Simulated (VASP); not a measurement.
# Sb2Se5 (P-3m1) in VASP: a series of runs

Runs on Sb2Se5. Level: PBE. Tasks: single point, relaxation of cell and atoms.

Everything below comes from runs of VASP 6.6.1. Logs are shortened: lines on timing, memory, paths and dates and some standing lists are left out, and cuts for length are marked.

## (1) The cell of the first run

Symmetry: P-3m1, No. 164, trigonal system. The conventional cell has a = 4.003 Å, b = 4.003 Å, c = 15.450 Å, α = 90.00°, β = 90.00°, γ = 120.00°. Within 3.7 Å of Sb (site symmetry 3m) lie 6 Se at 2.80 to 3.00 Å. Within 2.9 Å of Se (site symmetry 3m) lie 1 Se at 2.19 Å. Within 3.7 Å of Se (site symmetry 3m) lie 3 Sb at 2.80 Å. Se (site symmetry -3m) has 6 Sb at 3.00 Å and 12 Se at 4.00 to 4.19 Å within 4.2 Å.

## (2) Single point, PBE

INCAR

```
PREC     = Accurate       # precision mode
ENCUT    = 520            # plane-wave cutoff, eV
EDIFF    = 1E-6           # SCF threshold, eV
ISMEAR   = 0              # smearing method
SIGMA    = 0.15           # smearing width, eV
LREAL    = False          # projectors in reciprocal space
LASPH    = True           # aspherical terms in the spheres
NELM     = 80             # most SCF steps
ALGO     = Normal         # electronic algorithm
ISIF     = 2              # what is computed and relaxed
LWAVE    = False          # write WAVECAR
LCHARG   = False          # write CHGCAR
GGA      = PE             # functional
NBANDS   = 29             # bands
```

KPOINTS

```
regular mesh
0
Gamma
  4 4 1
```

POSCAR

```
Sb2Se5
1.0
    4.0028113951      0.0000000000      0.0000000000
   -2.0014056976      3.4665363547      0.0000000000
    0.0000000000      0.0000000000     15.4503888825
Sb Se
2 5
Direct
    0.6666666667      0.3333333333      0.8759533105
    0.3333333333      0.6666666667      0.1240466895
    0.0000000000      0.0000000000      0.4291202760
    0.0000000000      0.0000000000      0.5708797240
    0.3333333333      0.6666666667      0.7740523458
    0.6666666667      0.3333333333      0.2259476542
    0.0000000000      0.0000000000      0.0000000000
```

Potentials or basis: VASP PAW PBE potentials, release 64 (Sb, Se).

On the command line:

```bash
> cat potpaw_PBE.64/Sb/POTCAR potpaw_PBE.64/Se/POTCAR > POTCAR
> mpirun -np 1 vasp_std > vasp.out
```

OUTCAR:

```text
PREC = Accurate
   ENCUT = 520
   EDIFF = 1E-6
   ISMEAR = 0
   LREAL = False
   LASPH = True
   NELM = 80
   ISIF = 2
   GGA = PE

 ion  position               nearest neighbor table
   1  0.667  0.333  0.876-   5 2.80   5 2.80   5 2.80   7 3.00   7 3.00   7 3.00
   2  0.333  0.667  0.124-   6 2.80   6 2.80   6 2.80   7 3.00   7 3.00   7 3.00
   3  0.000  0.000  0.429-   4 2.19
   4  0.000  0.000  0.571-   3 2.19
   5  0.333  0.667  0.774-   1 2.80   1 2.80   1 2.80
   6  0.667  0.333  0.226-   2 2.80   2 2.80   2 2.80
   7  0.000  0.000  0.000-   1 3.00   2 3.00   1 3.00   2 3.00   1 3.00   2 3.00

  LATTYP: Found a hexagonal cell.
 ALAT       =     4.0028113951
 C/A-ratio  =     3.8598843057

  Lattice vectors:

 A1 = (   4.0028113951,   0.0000000000,   0.0000000000)
 A2 = (  -2.0014056976,   3.4665363547,   0.0000000000)
 A3 = (   0.0000000000,   0.0000000000,  15.4503888825)

Analysis of symmetry for initial positions (statically):
=====================================================================
 Subroutine PRICEL returns:
 Original cell was already a primitive cell.

 Routine SETGRP: Setting up the symmetry group for a
 hexagonal supercell.

 Subroutine GETGRP returns: Found 12 space group operations
 (whereof 12 operations were pure point group operations)
 out of a pool of 24 trial point group operations.

The static configuration has the point symmetry D_3d.

Analysis of symmetry for dynamics (positions and initial velocities):
=====================================================================
 Subroutine PRICEL returns:
 Original cell was already a primitive cell.

 Routine SETGRP: Setting up the symmetry group for a
 hexagonal supercell.

 Subroutine GETGRP returns: Found 12 space group operations
 (whereof 12 operations were pure point group operations)
 out of a pool of 24 trial point group operations.

The dynamic configuration has the point symmetry D_3d.

 Subroutine INISYM returns: Found 12 space group operations
 (whereof 12 operations are pure point group operations),
 and found     1 'primitive' translations

----------------------------------------------------------------------------------------

                                     Primitive cell

  volume of cell :     214.3879

  direct lattice vectors                    reciprocal lattice vectors
     4.002811395  0.000000000  0.000000000     0.249824411  0.144236191  0.000000000
    -2.001405698  3.466536355  0.000000000     0.000000000  0.288472382  0.000000000
     0.000000000  0.000000000 15.450388883     0.000000000  0.000000000  0.064723290

  length of vectors
     4.002811395  4.002811395 15.450388883     0.288472382  0.288472382  0.064723290

  position of ions in fractional coordinates (direct lattice)
     0.666666667  0.333333333  0.875953311
     0.333333333  0.666666667  0.124046689
     0.000000000  0.000000000  0.429120276
     0.000000000  0.000000000  0.570879724
     0.333333333  0.666666667  0.774052346
     0.666666667  0.333333333  0.225947654
     0.000000000  0.000000000  0.000000000

  ion indices of the primitive-cell ions
   primitive index   ion index
                 1           1
                 2           2
                 3           3
                 4           4
                 5           5
                 6           6
                 7           7

----------------------------------------------------------------------------------------

 KPOINTS: regular mesh

Automatic generation of k-mesh.
 Grid dimensions read from file:
 generate k-points for:    4    4    1

 Generating k-lattice:

  Cartesian coordinates                     Fractional coordinates (reciprocal lattice)
     0.062456103  0.036059048  0.000000000     0.250000000  0.000000000  0.000000000
     0.000000000  0.072118096  0.000000000     0.000000000  0.250000000  0.000000000
     0.000000000  0.000000000  0.064723290     0.000000000  0.000000000  1.000000000

  Length of vectors
     0.072118096  0.072118096  0.064723290

  Shift w.r.t. Gamma in fractional coordinates (k-lattice)
[... 54 lines left out ...]
     18       1.7243      2.00000
     19       2.7176      2.00000
     20       3.2276      1.48537
     21       4.0223      0.00000
     22       4.0861      0.00000
     23       5.0016      0.00000
     24       5.2739      0.00000
     25       5.8163      0.00000
     26       6.2240      0.00000
     27       6.4642      0.00000
     28       7.0918      0.00000
     29       7.5789      0.00000

 k-point     3 :       0.5000    0.0000    0.0000
  band No.  band energies     occupation
      1     -11.1313      2.00000
      2      -9.7225      2.00000
      3      -9.6731      2.00000
      4      -9.5641      2.00000
      5      -7.3085      2.00000
      6      -6.4620      2.00000
      7      -5.9126      2.00000
      8      -2.5445      2.00000
      9      -1.0949      2.00000
     10      -0.9386      2.00000
     11      -0.5977      2.00000
     12      -0.4794      2.00000
     13      -0.4483      2.00000
     14       0.1377      2.00000
     15       0.6372      2.00000
     16       1.1670      2.00000
     17       1.1764      2.00000
     18       1.5187      2.00000
     19       2.1314      2.00000
     20       2.1945      2.00000
     21       3.7864      0.00000
     22       4.1692      0.00000
     23       5.0949      0.00000
     24       5.1326      0.00000
     25       5.9680      0.00000
     26       6.6025      0.00000
     27       6.6976      0.00000
     28       6.7244      0.00000
     29       7.7252      0.00000

 k-point     4 :       0.2500    0.2500    0.0000
  band No.  band energies     occupation
      1     -11.1321      2.00000
      2      -9.8728      2.00000
      3      -9.6804      2.00000
      4      -9.4233      2.00000
      5      -7.3064      2.00000
      6      -6.1494      2.00000
      7      -6.0925      2.00000
      8      -1.8912      2.00000
      9      -1.8912      2.00000
     10      -0.8528      2.00000
     11      -0.7954      2.00000
     12      -0.5945      2.00000
     13      -0.5906      2.00000
     14      -0.0695      2.00000
     15       0.3716      2.00000
     16       0.6559      2.00000
     17       1.1344      2.00000
     18       2.1186      2.00000
     19       2.1881      2.00000
     20       2.6742      2.00000
     21       3.3177      0.84278
     22       4.7677      0.00000
     23       5.0590      0.00000
     24       5.2336      0.00000
     25       6.4865      0.00000
     26       6.8751      0.00000
     27       7.2395      0.00000
     28       7.2834      0.00000
     29       8.6699      0.00000

------------------------ aborting loop because EDIFF is reached ----------------------------------------

  FORCE on cell =-STRESS in cart. coord.  units (eV):
  Direction    XX          YY          ZZ          XY          YZ          ZX
  --------------------------------------------------------------------------------------
  -------------------------------------------------------------------------------------
  Total       -0.1059718     -0.1059718      0.0854799      0.0000000      0.0000000     -0.0000000
  in kB       -0.7919551     -0.7919551      0.6388134      0.0000000      0.0000000     -0.0000000
  external PRESSURE =      -0.3150323 kB  Pullay stress =       0.0000000 kB

 VOLUME and BASIS-vectors are now :
 -----------------------------------------------------------------------------
  energy-cutoff  :      520.00
  volume of cell :      214.39
      direct lattice vectors                 reciprocal lattice vectors
     4.002811395  0.000000000  0.000000000     0.249824411  0.144236191  0.000000000
    -2.001405698  3.466536355  0.000000000     0.000000000  0.288472382  0.000000000
     0.000000000  0.000000000 15.450388883     0.000000000  0.000000000  0.064723290

 POSITION                                       TOTAL-FORCE (eV/Angst)
 -----------------------------------------------------------------------------------
      2.00141      1.15551     13.53382         0.000000      0.000000     -0.002273
     -0.00000      2.31102      1.91657        -0.000000     -0.000000      0.002273
      0.00000      0.00000      6.63008         0.000000      0.000000     -0.051390
      0.00000      0.00000      8.82031        -0.000000      0.000000      0.051390
     -0.00000      2.31102     11.95941         0.000000      0.000000      0.017306
      2.00141      1.15551      3.49098         0.000000     -0.000000     -0.017306
      0.00000      0.00000      0.00000         0.000000      0.000000      0.000000
 -----------------------------------------------------------------------------------
    total drift:                               -0.000000      0.000000      0.000000

  FREE ENERGIE OF THE ION-ELECTRON SYSTEM (eV)
  ---------------------------------------------------
  free  energy   TOTEN  =       -26.3729179895 eV

  energy  without entropy=      -26.3156180830  energy(sigma->0) =      -26.34426804
```

It took 22 s on 1 thread of Intel Xeon 6975P-C (Granite Rapids), shared host; peak memory 0.3 GiB.

What came out:

```
Free energy            : -26.3729 eV
Pressure               : 0.0 GPa
Largest force          : 0.051 eV/Å
Band gap on the k mesh : zero (bands 20 and 21 overlap by 0.21 eV)
```

Forces in eV/Å, atoms in the order of the input:
```
Sb   0.000  0.000 -0.002
Sb   0.000  0.000  0.002
Se   0.000  0.000 -0.051
Se   0.000  0.000  0.051
Se   0.000  0.000  0.017
Se   0.000  0.000 -0.017
Se   0.000  0.000  0.000
```

Levels at points of the mesh, in eV from the Fermi level:
| k point | band 17 | band 18 | band 19 | band 20 | band 21 | band 22 | band 23 | band 24 |
| --- | --- | --- | --- | --- | --- | --- | --- | --- |
| (0.00, 0.00, 0.00) | -1.55 | -1.29 | -0.81 | 0.23 | 0.94 | 0.94 | 1.20 | 1.20 |
| (0.50, 0.00, 0.00) | -2.12 | -1.78 | -1.17 | -1.10 | 0.49 | 0.87 | 1.80 | 1.84 |

Caveat: the k points lie up to 0.45 Å⁻¹ apart; semilocal functionals underestimate gaps, and a narrow one can read as zero; spin-orbit coupling is left out, which moves the levels of the heavy elements; this functional lacks dispersion, which binds layers or chains, so the pressure and a relaxed spacing across them are unreliable.

## (3) Relaxation of cell and atoms, PBE

This run uses another cell than the first one, of 27.42 Å³/atom.

INCAR

```
SYSTEM = Sb2Se5
PREC = Accurate ; ENCUT = 600
EDIFF = 1E-6 ; ISMEAR = 0
SIGMA = 0.15 ; LREAL = .False.
LASPH = .True. ; NELM = 80
ALGO = Normal ; ISIF = 3
LWAVE = .False. ; LCHARG = .False.
GGA = PE ; IBRION = 2
NSW = 36 ; EDIFFG = -0.08
```

KPOINTS

```
Automatic mesh
0
Gamma
  4 4 1
  0 0 0
```

POSCAR

```
Sb2Se5
1.0
    4.0000000000      0.0000000000      0.0000000000
   -2.0000000000      3.4641016200      0.0000000000
    0.0000000000      0.0000000000     13.8500000000
Sb Se
2 5
Direct
    0.6666666700      0.3333333300      0.8600000000
    0.3333333300      0.6666666700      0.1400000000
    0.0000000000      0.0000000000      0.4140000000
    0.0000000000      0.0000000000      0.5860000000
    0.3333333300      0.6666666700      0.7400000000
    0.6666666700      0.3333333300      0.2600000000
    0.0000000000      0.0000000000      0.0000000000
```

Potentials or basis: VASP PAW PBE potentials, release 64 (Sb, Se).

On the command line:

```bash
> cat potpaw_PBE.64/Sb/POTCAR potpaw_PBE.64/Se/POTCAR > POTCAR
> mpirun -np 1 vasp_std > vasp.out
```

Wall time 4.9 min (1 thread of Intel Xeon 6975P-C (Granite Rapids), shared host); peak memory 0.34 GiB.

The run converged. Its results:

* Free energy: -26.3604 eV
* Relaxed volume: 29.68 Å³/atom
* Relaxed cell: a = 4.010 Å, b = 4.010 Å, c = 14.923 Å, α = 90.00°, β = 90.00°, γ = 120.00°
* Space group after relaxing (to 0.1 Å): P-3m1 (No. 164)
* Energy gained by relaxing: 61.1 meV/atom
* Ionic steps: 23
* Pressure after relaxing: 0.0 GPa
* Largest force after relaxing: 0.066 eV/Å
* Band gap on the k mesh: zero (bands 20 and 21 overlap by 0.21 eV)

Forces in eV/Å, atoms in the order of the input:
```
Sb   0.000  0.000  0.047
Sb   0.000  0.000 -0.047
Se   0.000  0.000  0.066
Se   0.000  0.000 -0.066
Se   0.000  0.000 -0.002
Se   0.000  0.000  0.002
Se   0.000  0.000  0.000
```

Stress tensor (GPa, compression positive):
```
-0.08  0.00  0.00
 0.00 -0.08  0.00
 0.00  0.00  0.28
```

The path:
| step | energy change (eV) | largest force (eV/Å) | pressure (GPa) | volume (Å³) |
| --- | --- | --- | --- | --- |
| 1 | 0.0000 | 1.9278 | -0.94 | 191.91 |
| 2 | -0.0958 | 1.4131 | 2.80 | 187.41 |
| 3 | -0.1674 | 0.3062 | 1.16 | 189.03 |
| 4 | -0.2101 | 0.3877 | 0.27 | 193.56 |
| 5 | -0.2190 | 0.4724 | -0.29 | 197.01 |
| 6 | -0.2535 | 0.4324 | -0.81 | 198.87 |
| 7 | -0.2659 | 0.6182 | -1.23 | 200.61 |
| 8 | -0.2861 | 0.5372 | -0.97 | 200.23 |
| 9 | -0.3243 | 0.4867 | -0.13 | 199.09 |
| 10 | -0.2777 | 1.0434 | 1.96 | 196.69 |
| 11 | -0.3296 | 0.6041 | 0.31 | 198.57 |
| 12 | -0.3430 | 0.5205 | 0.34 | 198.90 |
| 13 | -0.3688 | 0.4513 | 0.47 | 199.91 |
| 14 | -0.3508 | 1.4504 | 0.91 | 201.91 |
| 15 | -0.3734 | 0.7458 | 0.59 | 200.53 |
| 16 | -0.3844 | 0.5174 | 0.33 | 201.37 |
| 17 | -0.3944 | 0.3462 | -0.19 | 203.20 |
| 18 | -0.3991 | 0.3089 | -0.14 | 203.24 |
| 19 | -0.4099 | 0.1951 | 0.02 | 203.37 |
| 20 | -0.4166 | 0.3123 | 0.37 | 203.62 |
| 21 | -0.4216 | 0.1329 | 0.43 | 204.64 |
| 22 | -0.4234 | 0.1128 | 0.49 | 205.64 |
| 23 | -0.4278 | 0.0663 | 0.04 | 207.78 |

Final structure:
```
Sb Se
1.0
     4.00962    0.00000    0.00000
    -2.00481    3.47243    0.00000
     0.00000    0.00000   14.92339
Sb Se
2 5
Direct
  0.66667 0.33333 0.87180
  0.33333 0.66667 0.12820
  0.00000 0.00000 0.42632
  0.00000 0.00000 0.57368
  0.33333 0.66667 0.76661
  0.66667 0.33333 0.23339
  0.00000 0.00000 0.00000
```

Levels at points of the mesh, in eV from the Fermi level:
| k point | band 16 | band 17 | band 18 | band 19 | band 20 | band 21 | band 22 | band 23 | band 24 |
| --- | --- | --- | --- | --- | --- | --- | --- | --- | --- |
| (0.00, 0.00, 0.00) | -1.56 | -1.56 | -1.20 | -0.87 | 0.20 | 0.83 | 0.83 | 1.19 | 1.19 |
| (0.50, 0.00, 0.00) | -2.18 | -2.11 | -1.79 | -1.23 | -1.13 | 0.40 | 0.90 | 1.80 | 1.89 |

Caveat: the k points lie up to 0.45 Å⁻¹ apart in the final cell; semilocal functionals underestimate gaps, and a narrow one can read as zero; spin-orbit coupling is left out, which moves the levels of the heavy elements; this functional lacks dispersion, which binds layers or chains, so the pressure and a relaxed spacing across them are unreliable; the relaxation stopped at a loose force limit of 0.08 eV/Å, so its end isn't a converged minimum.

## (4) Single point, PBE

This run uses another cell than the first one, of 30.94 Å³/atom.

INCAR

```
SYSTEM = Sb2Se5
PREC = Accurate
ENCUT = 520
EDIFF = 1E-6
ISMEAR = 0
SIGMA = 0.1
LREAL = .False.
LASPH = .True.
NELM = 60
ALGO = Normal
ISIF = 2
LWAVE = .False.
LCHARG = .False.
GGA = PE
NBANDS = 29
```

KPOINTS

```
regular mesh
0
Gamma
  12 12 2
  0 0 0
```

POSCAR

```
Sb2Se5
1.0
    3.9774338505      0.0000000000      0.0000000000
   -1.9887169253      3.4445587564      0.0000000000
    0.0000000000      0.0000000000     15.8088469960
Sb Se
2 5
Direct
    0.6666666667      0.3333333333      0.8775478067
    0.3333333333      0.6666666667      0.1224521933
    0.0000000000      0.0000000000      0.4307894226
    0.0000000000      0.0000000000      0.5692105774
    0.3333333333      0.6666666667      0.7765024748
    0.6666666667      0.3333333333      0.2234975252
    0.0000000000      0.0000000000      0.0000000000
```

On the command line:

```bash
> cat potpaw_PBE.64/Sb/POTCAR potpaw_PBE.64/Se/POTCAR > POTCAR
> mpirun -np 1 vasp_std > vasp.out
```

It took 2.4 min on 1 thread of Intel Xeon 6975P-C (Granite Rapids), shared host; peak memory 0.42 GiB.

It converged, with:

| Quantity | Value |
| --- | --- |
| Free energy | -26.3848 eV |
| Pressure | 0.0 GPa |
| Largest force | 0.057 eV/Å |
| Band gap on the k mesh | zero (bands 20 and 21 overlap by 1.25 eV) |

Forces in eV/Å, atoms in the order of the input:
```
Sb   0.000  0.000  0.027
Sb   0.000  0.000 -0.027
Se   0.000  0.000 -0.057
Se   0.000  0.000  0.057
Se   0.000  0.000 -0.012
Se   0.000  0.000  0.012
Se   0.000  0.000  0.000
```

Stress tensor (GPa, compression positive):
```
-0.02  0.00  0.00
 0.00 -0.02  0.00
 0.00  0.00  0.08
```

Levels at points of the mesh, in eV from the Fermi level:
| k point | band 17 | band 18 | band 19 | band 20 | band 21 | band 22 | band 23 | band 24 |
| --- | --- | --- | --- | --- | --- | --- | --- | --- |
| (0.00, 0.00, 0.00) | -1.56 | -1.44 | -0.81 | 0.24 | 0.89 | 0.89 | 1.16 | 1.16 |
| (0.50, 0.00, 0.00) | -2.22 | -1.84 | -1.25 | -1.24 | 0.41 | 0.77 | 1.63 | 1.70 |
| (0.00, 0.00, 0.50) | -1.57 | -1.57 | -0.62 | 0.18 | 0.91 | 0.91 | 1.14 | 1.14 |
| (0.50, 0.00, 0.50) | -2.20 | -1.86 | -1.20 | -1.05 | 0.43 | 0.67 | 1.46 | 1.67 |

Caveat: spin-orbit coupling is left out, which moves the levels of the heavy elements; this functional lacks dispersion, which binds layers or chains, so the pressure and a relaxed spacing across them are unreliable.

## (5) Summary

| task | cell | k mesh | cutoff (eV) | smearing | gap on the mesh (eV) | pressure (GPa) | largest force (eV/Å) |
| --- | --- | --- | --- | --- | --- | --- | --- |
| single point | a = 4.003, b = 4.003, c = 15.450 Å, angles 90.0, 90.0, 120.0°, 7 atoms, atomic positions A | 4 × 4 × 1 | 520 | gaussian 0.15 eV | none | 0.0 | 0.05 |
| relaxation of cell and atoms | relaxed from a = 4.000, b = 4.000, c = 13.850 Å, angles 90.0, 90.0, 120.0°, 7 atoms, atomic positions B | 4 × 4 × 1 | 600 | gaussian 0.15 eV | none | 0.0 | 0.07 |
| single point | a = 3.977, b = 3.977, c = 15.809 Å, angles 90.0, 90.0, 120.0°, 7 atoms, atomic positions C | 12 × 12 × 2 | 520 | gaussian 0.1 eV | none | 0.0 | 0.06 |

Alike in all rows: level PBE; potentials or basis VASP PAW PBE potentials, release 64 (Sb, Se); no spin polarisation.

Caveats: some runs use coarse meshes; spin-orbit coupling is left out, which moves the levels of the heavy elements; this functional lacks dispersion, which binds layers or chains, so the pressure and a relaxed spacing across them are unreliable; semilocal functionals underestimate gaps, and a narrow one can read as zero (at least some runs); the relaxation stopped at a loose force limit of 0.08 eV/Å, so its end isn't a converged minimum (at least some runs).

Absolute energies hang on the potentials; compare differences alone.
